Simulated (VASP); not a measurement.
# In2O3 (R-3c) in VASP: notebook

The runs below take In2O3 through single point, with PBE, r2SCAN.

Program: VASP 6.6.1. These are calculated values, not measurements. Logs are shortened: lines on timing, memory, paths and dates and some standing lists are left out, and cuts for length are marked.

## 1. The cell of the first run

The structure is trigonal, space group R-3c (No. 167). The conventional cell has a = 5.508 Å, b = 5.508 Å, c = 14.563 Å, α = 90.00°, β = 90.00°, γ = 120.00°. Within 2.8 Å of In (site symmetry 3) lie 6 O at 2.13 to 2.26 Å. O (site symmetry 2) has 4 In at 2.13 to 2.26 Å and 8 O at 2.83 to 3.11 Å within 3.2 Å.

## 2. Single point, PBE

File INCAR:

```
ALGO     = Normal         # electronic algorithm
EDIFF    = 1E-6           # SCF threshold, eV
ENCUT    = 520            # plane-wave cutoff, eV
GGA      = PE             # functional
ISIF     = 2              # what is computed and relaxed
ISMEAR   = -1             # smearing method
LASPH    = T              # aspherical terms in the spheres
LCHARG   = T              # write CHGCAR
LELF     = T              # ELF
LREAL    = F              # projectors in reciprocal space
LVHAR    = T            
LWAVE    = F              # write WAVECAR
NBANDS   = 55             # bands
NELM     = 80             # most SCF steps
PREC     = Accurate       # precision mode
SIGMA    = 0.02           # smearing width, eV
```

File KPOINTS:

```
k-points
0
Gamma
  6 6 6
```

File POSCAR:

```
In2O3
1.0
    2.7538208585      1.5899192139      4.8543403620
   -2.7538208585      1.5899192139      4.8543403620
    0.0000000000     -3.1798384279      4.8543403619
In O
4 6
Direct
    0.8570396372      0.8570396372      0.8570396372
    0.3570396372      0.3570396372      0.3570396372
    0.1429603628      0.1429603628      0.1429603628
    0.6429603628      0.6429603628      0.6429603628
    0.4533861838      0.0466138162      0.7500000000
    0.0466138162      0.7500000000      0.4533861838
    0.5466138162      0.9533861838      0.2500000000
    0.2500000000      0.5466138162      0.9533861838
    0.9533861838      0.2500000000      0.5466138162
    0.7500000000      0.4533861838      0.0466138162
```

Potentials or basis: VASP PAW PBE potentials, release 64 (In_d, O).

The run is started by

```console
$ cat potpaw_PBE.64/In_d/POTCAR potpaw_PBE.64/O/POTCAR > POTCAR
$ mpirun -np 1 vasp_std > vasp.out
```

OUTCAR:

```text
EDIFF = 1E-6
   ENCUT = 520
   GGA = PE
   ISIF = 2
   ISMEAR = -1
   LASPH = T
   LREAL = F
   NELM = 80
   PREC = Accurate

 ion  position               nearest neighbor table
   1  0.857  0.857  0.857-   7 2.13   9 2.13   8 2.13   6 2.26   5 2.26  10 2.26   4 3.12   3 3.25
                             3 3.25   3 3.25   4 3.62   4 3.62   4 3.62   2 4.00   2 4.00   2 4.00
   2  0.357  0.357  0.357-   5 2.13  10 2.13   6 2.13   8 2.26   7 2.26   9 2.26   3 3.12   4 3.25
                             4 3.25   4 3.25   3 3.62   3 3.62   3 3.62   1 4.00   1 4.00   1 4.00
   3  0.143  0.143  0.143-   5 2.13   6 2.13  10 2.13   9 2.26   7 2.26   8 2.26   2 3.12   1 3.25
                             1 3.25   1 3.25   2 3.62   2 3.62   2 3.62   4 4.00   4 4.00   4 4.00
   4  0.643  0.643  0.643-   7 2.13   8 2.13   9 2.13  10 2.26   5 2.26   6 2.26   1 3.12   2 3.25
                             2 3.25   2 3.25   1 3.62   1 3.62   1 3.62   3 4.00   3 4.00   3 4.00
   5  0.453  0.047  0.750-   2 2.13   3 2.13   1 2.26   4 2.26
   6  0.047  0.750  0.453-   3 2.13   2 2.13   1 2.26   4 2.26
   7  0.547  0.953  0.250-   1 2.13   4 2.13   3 2.26   2 2.26
   8  0.250  0.547  0.953-   4 2.13   1 2.13   2 2.26   3 2.26
   9  0.953  0.250  0.547-   1 2.13   4 2.13   3 2.26   2 2.26
  10  0.750  0.453  0.047-   2 2.13   3 2.13   4 2.26   1 2.26

  LATTYP: Found a trigonal (rhomboedric) cell.
 ALAT       =     5.8031019961
 COS(alpha) =     0.5496180694

  Lattice vectors:

 A1 = (   2.7538208585,   1.5899192139,   4.8543403620)
 A2 = (  -2.7538208585,   1.5899192139,   4.8543403620)
 A3 = (   0.0000000000,  -3.1798384279,   4.8543403619)

Analysis of symmetry for initial positions (statically):
=====================================================================
 Subroutine PRICEL returns:
 Original cell was already a primitive cell.

 Routine SETGRP: Setting up the symmetry group for a
 trigonal (rhombohedral) supercell.

 Subroutine GETGRP returns: Found 12 space group operations
 (whereof  6 operations were pure point group operations)
 out of a pool of 12 trial point group operations.

The static configuration has the point symmetry S_6 .
 The point group associated with its full space group is D_3d.

Analysis of symmetry for dynamics (positions and initial velocities):
=====================================================================
 Subroutine PRICEL returns:
 Original cell was already a primitive cell.

 Routine SETGRP: Setting up the symmetry group for a
 trigonal (rhombohedral) supercell.

 Subroutine GETGRP returns: Found 12 space group operations
 (whereof  6 operations were pure point group operations)
[... 125 lines left out ...]
   ISIF   =      2    stress and relaxation
   ISYM   =      2    0-nonsym 1-usesym 2-fastsym
   POTIM  = 0.5000    time-step for ionic-motion
   TEBEG  =    0.0;   TEEND  =   0.0 temperature during run
   PSTRESS=    0.0 pullay stress
   NELECT =      88.0000    total number of electrons
   NUPDOWN=      -1.0000    fix difference up-down
   EMIN   =  10.00;   EMAX   =-10.00  energy-range for DOS
   EFERMI =   0.00;   METHOD = LEGACY
   ISMEAR =    -1;   SIGMA  =   0.02  broadening in eV -4-tet -1-fermi 0-gaus
   EFERMI_NEDOS =   21; number of points for ismear=-14 and -15
   IALGO  =     38    algorithm
   IMIX   =      4    mixing-type and parameters
     AMIX     =   0.40;   BMIX     =  1.00
     AMIX_MAG =   1.60;   BMIX_MAG =  1.00
  volume/ion in A,a.u.               =      12.75        86.06
  Fermi-wavevector in a.u.,A,eV,Ry     =   1.446677  2.733824 28.475294  2.092875
  Thomas-Fermi vector in A             =   2.564719
   LORBIT       =      0    0 simple, 1 ext, 2 COOP (PROOUT), +10 PAW based schemes
   GGA     = PE    functional components
   LHFCALC =     F    Hartree Fock is set to
   AEXX    =    0.0000 exact exchange contribution
   IVDW    =     0    specifies the selected vdW correction
   LEPSILON=     F    determine dielectric tensor
   LRPA    =     F    only Hartree local field effects (RPA)
 non-spin polarized calculation
  energy-cutoff  :      520.00
  volume of cell :      127.52
 maximum number of plane-waves:      3451
 NGX is ok and might be reduce to    48
   NGX = 21   NGY = 21   NGZ = 21

 number of electron      88.0000008 magnetization

 Free energy of the ion-electron system (eV)
  ---------------------------------------------------
  ext. energy  EPLUGINS =         0.00000000
  ---------------------------------------------------
  free energy    TOTEN  =       -55.36154971 eV

  energy without entropy =      -55.36154971  energy(sigma->0) =      -55.36154971

 E-fermi :   6.0156     XC(G=0): -11.1744

 val. band max:        5.4961445208   @ k =   0.3333   0.0000  -0.0000
 cond. band min:       6.7139776081   @ k =   0.0000   0.0000   0.0000
 fundamental gap:      1.2178330873
 Fermi energy:         6.0156162901

 k-point     1 :       0.0000    0.0000    0.0000
  band No.  band energies     occupation
      1     -12.0838      2.00000
      2     -11.2123      2.00000
      3     -11.2123      2.00000
      4     -10.9980      2.00000
      5     -10.9980      2.00000
      6     -10.9112      2.00000
[... 1381 lines left out ...]
     54      16.0740      0.00000
     55      16.7283      0.00000

 [... further k-points ...]
[... 5 lines left out ...]
  --------------------------------------------------------------------------------------
  -------------------------------------------------------------------------------------
  Total        5.6611186      5.6611186      5.0366010      0.0000000      0.0000000      0.0000000
  in kB       71.1247275     71.1247275     63.2784619      0.0000000      0.0000000      0.0000000
  external PRESSURE =      68.5093056 kB  Pullay stress =       0.0000000 kB

 VOLUME and BASIS-vectors are now :
 -----------------------------------------------------------------------------
  energy-cutoff  :      520.00
  volume of cell :      127.52
      direct lattice vectors                 reciprocal lattice vectors
     2.753820859  1.589919214  4.854340362     0.181565914  0.104827129  0.068667071
    -2.753820859  1.589919214  4.854340362    -0.181565914  0.104827129  0.068667071
     0.000000000 -3.179838428  4.854340362     0.000000000 -0.209654258  0.068667071

 POSITION                                       TOTAL-FORCE (eV/Angst)
 -----------------------------------------------------------------------------------
      0.00000     -0.00000     12.48109        -0.000000     -0.000000      0.096311
      0.00000     -0.00000      5.19958        -0.000000     -0.000000      0.096311
      0.00000     -0.00000      2.08193        -0.000000      0.000000     -0.096311
      0.00000     -0.00000      9.36345        -0.000000      0.000000     -0.096311
      1.12018     -1.58992      6.06793         0.006999      0.000000     -0.000000
     -1.93700     -0.17514      6.06793        -0.003499     -0.006061     -0.000000
     -1.12018      1.58992      8.49510        -0.006999     -0.000000     -0.000000
     -0.81682     -1.76506      8.49510         0.003499     -0.006061     -0.000000
      1.93700      0.17514      8.49510         0.003499      0.006061      0.000000
      0.81682      1.76506      6.06793        -0.003499      0.006061      0.000000
 -----------------------------------------------------------------------------------
    total drift:                                0.000000     -0.000000      0.000000

  FREE ENERGIE OF THE ION-ELECTRON SYSTEM (eV)
  ---------------------------------------------------
  free  energy   TOTEN  =       -55.3615497113 eV

  energy  without entropy=      -55.3615497113  energy(sigma->0) =      -55.36154971
```

stdout:

```text
POSCAR found type information on POSCAR InO
 POSCAR found :  2 types and      10 ions
 scaLAPACK will be used
 LDA part: xc-table for (Slater+PW92), standard interpolation
 POSCAR, INCAR and KPOINTS ok, starting setup
 FFT: planning ... GRIDC
 FFT: planning ... GRID_SOFT
 FFT: planning ... GRID
 WAVECAR not read
 entering main loop
```

It took 5.3 min on 1 thread of Oxide Virtual Turin-like, shared host; peak memory 0.37 GiB.

What came out:

| Quantity | Value |
| --- | --- |
| Free energy | -55.3615 eV |
| Pressure | 6.9 GPa |
| Largest force | 0.096 eV/Å |
| Band gap on the k mesh | 1.22 eV (least direct gap 1.26 eV) |

Forces on the atoms (eV/Å):
```
In   0.000  0.000  0.096
In   0.000  0.000  0.096
In   0.000  0.000 -0.096
In   0.000  0.000 -0.096
O    0.007  0.000  0.000
O   -0.003 -0.006  0.000
O   -0.007  0.000  0.000
O    0.003 -0.006  0.000
O    0.003  0.006  0.000
O   -0.003  0.006  0.000
```

Stress tensor (GPa, compression positive):
```
7.11 0.00 0.00
0.00 7.11 0.00
0.00 0.00 6.33
```

Caveat: the cell stands under pressure; spin-orbit coupling is left out, which moves the levels of the heavy elements. A k mesh can miss the band edges.

## 3. Single point, r2SCAN

POSCAR is that of step 2.

File INCAR.step1:

```
SYSTEM = In2O3
ALGO     = Normal         ! electronic algorithm
EDIFF    = 1E-4           ! SCF threshold, eV
ENCUT    = 520            ! plane-wave cutoff, eV
GGA      = PE             ! functional
ISMEAR   = 0              ! smearing method
LASPH    = .True.         ! aspherical terms in the spheres
LCHARG   = .False.        ! write CHGCAR
LREAL    = .False.        ! projectors in reciprocal space
LWAVE    = .True.         ! write WAVECAR
NBANDS   = 55             ! bands
NELM     = 80             ! most SCF steps
PREC     = Accurate       ! precision mode
SIGMA    = 0.01           ! smearing width, eV
```

File INCAR.step2:

```
SYSTEM = In2O3
ALGO     = Normal         ! electronic algorithm
EDIFF    = 1E-6           ! SCF threshold, eV
ENCUT    = 520            ! plane-wave cutoff, eV
ISIF     = 2              ! what is computed and relaxed
ISMEAR   = 0              ! smearing method
ISTART   = 1            
LASPH    = .True.         ! aspherical terms in the spheres
LCHARG   = .False.        ! write CHGCAR
LMIXTAU  = .True.       
LREAL    = .False.        ! projectors in reciprocal space
LWAVE    = .False.        ! write WAVECAR
METAGGA  = R2SCAN         ! meta-GGA
NBANDS   = 55             ! bands
NELM     = 80             ! most SCF steps
PREC     = Accurate       ! precision mode
SIGMA    = 0.01           ! smearing width, eV
```

File KPOINTS:

```
k-points
0
Gamma
  6 6 6
  0 0 0
```

Potentials or basis: VASP PAW PBE potentials, release 64 (In_d, O).

The run is started by

```console
$ cat potpaw_PBE.64/In_d/POTCAR potpaw_PBE.64/O/POTCAR > POTCAR
$ cp INCAR.step1 INCAR
$ mpirun -np 1 vasp_std > vasp.out
$ cp INCAR.step2 INCAR
$ mpirun -np 1 vasp_std > vasp.out
```

OUTCAR:

```text
SYSTEM = In2O3
   EDIFF = 1E-6
   ENCUT = 520
   ISIF = 2
   ISMEAR = 0
   ISTART = 1
   LASPH = .True.
   LREAL = .False.
   METAGGA = R2SCAN
   NELM = 80
   PREC = Accurate

 ion  position               nearest neighbor table
   1  0.857  0.857  0.857-   7 2.13   9 2.13   8 2.13   6 2.26   5 2.26  10 2.26   4 3.12   3 3.25
                             3 3.25   3 3.25   4 3.62   4 3.62   4 3.62   2 4.00   2 4.00   2 4.00
   2  0.357  0.357  0.357-   5 2.13  10 2.13   6 2.13   8 2.26   7 2.26   9 2.26   3 3.12   4 3.25
                             4 3.25   4 3.25   3 3.62   3 3.62   3 3.62   1 4.00   1 4.00   1 4.00
   3  0.143  0.143  0.143-   5 2.13   6 2.13  10 2.13   9 2.26   7 2.26   8 2.26   2 3.12   1 3.25
                             1 3.25   1 3.25   2 3.62   2 3.62   2 3.62   4 4.00   4 4.00   4 4.00
   4  0.643  0.643  0.643-   7 2.13   8 2.13   9 2.13  10 2.26   5 2.26   6 2.26   1 3.12   2 3.25
                             2 3.25   2 3.25   1 3.62   1 3.62   1 3.62   3 4.00   3 4.00   3 4.00
   5  0.453  0.047  0.750-   2 2.13   3 2.13   1 2.26   4 2.26
   6  0.047  0.750  0.453-   3 2.13   2 2.13   1 2.26   4 2.26
   7  0.547  0.953  0.250-   1 2.13   4 2.13   3 2.26   2 2.26
   8  0.250  0.547  0.953-   4 2.13   1 2.13   2 2.26   3 2.26
   9  0.953  0.250  0.547-   1 2.13   4 2.13   3 2.26   2 2.26
  10  0.750  0.453  0.047-   2 2.13   3 2.13   4 2.26   1 2.26

  LATTYP: Found a trigonal (rhomboedric) cell.
 ALAT       =     5.8031019961
 COS(alpha) =     0.5496180694

  Lattice vectors:

 A1 = (   2.7538208585,   1.5899192139,   4.8543403620)
 A2 = (  -2.7538208585,   1.5899192139,   4.8543403620)
 A3 = (   0.0000000000,  -3.1798384279,   4.8543403619)

Analysis of symmetry for initial positions (statically):
=====================================================================
 Subroutine PRICEL returns:
 Original cell was already a primitive cell.

 Routine SETGRP: Setting up the symmetry group for a
 trigonal (rhombohedral) supercell.

 Subroutine GETGRP returns: Found 12 space group operations
 (whereof  6 operations were pure point group operations)
 out of a pool of 12 trial point group operations.

The static configuration has the point symmetry S_6 .
[... 158 lines left out ...]
   AEXX    =    0.0000 exact exchange contribution
   IVDW    =     0    specifies the selected vdW correction
   LEPSILON=     F    determine dielectric tensor
   LRPA    =     F    only Hartree local field effects (RPA)
 non-spin polarized calculation
 Gauss-broadening in eV      SIGMA  =   0.01
  energy-cutoff  :      520.00
  volume of cell :      127.52
 maximum number of plane-waves:      3451
 NGX is ok and might be reduce to    48
   NGX = 21   NGY = 21   NGZ = 21

 number of electron      88.0000009 magnetization

 Free energy of the ion-electron system (eV)
  ---------------------------------------------------
  ext. energy  EPLUGINS =         0.00000000
  ---------------------------------------------------
  free energy    TOTEN  =      -144.46090168 eV

  energy without entropy =     -144.46090168  energy(sigma->0) =     -144.46090168

 E-fermi :   5.1885     XC(G=0): -11.8754

 val. band max:        5.1128100020   @ k =   0.3333   0.0000  -0.0000
 cond. band min:       6.9256804894   @ k =   0.0000   0.0000   0.0000
 fundamental gap:      1.8128704874
 Fermi energy:         5.1885297283

 k-point     1 :       0.0000    0.0000    0.0000
  band No.  band energies     occupation
      1     -13.3848      2.00000
      2     -12.5242      2.00000
      3     -12.5242      2.00000
      4     -12.3293      2.00000
      5     -12.3293      2.00000
      6     -12.2503      2.00000
[... 1381 lines left out ...]
     54      16.4735      0.00000
     55      17.1952      0.00000

 [... further k-points ...]
[... 5 lines left out ...]
  --------------------------------------------------------------------------------------
  -------------------------------------------------------------------------------------
  Total        0.8961809      0.8961809      0.7864519     -0.0000000      0.0000000      0.0000000
  in kB       11.2593684     11.2593684      9.8807635     -0.0000000      0.0000000      0.0000000
  external PRESSURE =      10.7998334 kB  Pullay stress =       0.0000000 kB

 VOLUME and BASIS-vectors are now :
 -----------------------------------------------------------------------------
  energy-cutoff  :      520.00
  volume of cell :      127.52
      direct lattice vectors                 reciprocal lattice vectors
     2.753820859  1.589919214  4.854340362     0.181565914  0.104827129  0.068667071
    -2.753820859  1.589919214  4.854340362    -0.181565914  0.104827129  0.068667071
     0.000000000 -3.179838428  4.854340362     0.000000000 -0.209654258  0.068667071

 POSITION                                       TOTAL-FORCE (eV/Angst)
 -----------------------------------------------------------------------------------
      0.00000     -0.00000     12.48109        -0.000000     -0.000000      0.023327
      0.00000     -0.00000      5.19958        -0.000000     -0.000000      0.023327
      0.00000     -0.00000      2.08193        -0.000000      0.000000     -0.023327
      0.00000     -0.00000      9.36345        -0.000000      0.000000     -0.023327
      1.12018     -1.58992      6.06793        -0.004887      0.000000      0.000000
     -1.93700     -0.17514      6.06793         0.002444      0.004232      0.000000
     -1.12018      1.58992      8.49510         0.004887      0.000000      0.000000
     -0.81682     -1.76506      8.49510        -0.002444      0.004232      0.000000
      1.93700      0.17514      8.49510        -0.002444     -0.004232     -0.000000
      0.81682      1.76506      6.06793         0.002444     -0.004232     -0.000000
 -----------------------------------------------------------------------------------
    total drift:                                0.000000     -0.000000      0.000000

  FREE ENERGIE OF THE ION-ELECTRON SYSTEM (eV)
  ---------------------------------------------------
  free  energy   TOTEN  =      -144.4609016850 eV

  energy  without entropy=     -144.4609016850  energy(sigma->0) =     -144.46090168
```

OUTCAR.step1:

```text
SYSTEM = In2O3
   EDIFF = 1E-4
   ENCUT = 520
   GGA = PE
   ISMEAR = 0
[... 1652 lines left out ...]
     -1.12018      1.58992      8.49510        -0.007174     -0.000000      0.000000
     -0.81682     -1.76506      8.49510         0.003587     -0.006213     -0.000000
      1.93700      0.17514      8.49510         0.003587      0.006213      0.000000
      0.81682      1.76506      6.06793        -0.003587      0.006213      0.000000
 -----------------------------------------------------------------------------------
    total drift:                                0.000000     -0.000000      0.000000

  FREE ENERGIE OF THE ION-ELECTRON SYSTEM (eV)
  ---------------------------------------------------
  free  energy   TOTEN  =       -55.3615400672 eV

  energy  without entropy=      -55.3615400672  energy(sigma->0) =      -55.36154007
```

OSZICAR.step1:

```text
N       E                     dE             d eps       ncg     rms          rms(c)
DAV:   1     0.127416383743E+04    0.12742E+04   -0.41419E+04  3620   0.232E+03
DAV:   2     0.199694180506E+03   -0.10745E+04   -0.10233E+04  3662   0.646E+02
DAV:   3    -0.442530323453E+02   -0.24395E+03   -0.23658E+03  3916   0.271E+02
DAV:   4    -0.649442231374E+02   -0.20691E+02   -0.20491E+02  4760   0.853E+01
DAV:   5    -0.654072319369E+02   -0.46301E+00   -0.46179E+00  4352   0.133E+01    0.232E+01
DAV:   6    -0.552854023401E+02    0.10122E+02   -0.37244E+01  5333   0.614E+01    0.182E+01
DAV:   7    -0.554194834269E+02   -0.13408E+00   -0.35081E+00  4028   0.110E+01    0.437E+00
DAV:   8    -0.553753164260E+02    0.44167E-01   -0.26837E-01  5475   0.333E+00    0.269E+00
DAV:   9    -0.553629544679E+02    0.12362E-01   -0.65080E-02  5289   0.285E+00    0.491E-01
DAV:  10    -0.553608465253E+02    0.21079E-02   -0.17772E-02  4986   0.131E+00    0.107E-01
DAV:  11    -0.553615571302E+02   -0.71060E-03   -0.24495E-03  4346   0.306E-01    0.130E-01
DAV:  12    -0.553615400672E+02    0.17063E-04   -0.37482E-04  3552   0.173E-01
   1 F= -.55361540E+02 E0= -.55361540E+02  d E =-.770350E-61
```

Wall time 37 min (1 thread of Oxide Virtual Turin-like, shared host); peak memory 0.42 GiB.

Results:

| Property | Result |
| --- | --- |
| Free energy | -144.4609 eV |
| Pressure | 1.1 GPa |
| Largest force | 0.023 eV/Å |
| Band gap on the k mesh | 1.81 eV (least direct gap 1.85 eV) |

Forces in eV/Å, atoms in the order of the input:
```
In   0.000  0.000  0.023
In   0.000  0.000  0.023
In   0.000  0.000 -0.023
In   0.000  0.000 -0.023
O   -0.005  0.000  0.000
O    0.002  0.004  0.000
O    0.005  0.000  0.000
O   -0.002  0.004  0.000
O   -0.002 -0.004  0.000
O    0.002 -0.004  0.000
```

Caveat: the PAW data sets were made with another functional, which shifts forces and pressure a little; spin-orbit coupling is left out, which moves the levels of the heavy elements. A k mesh can miss the band edges.
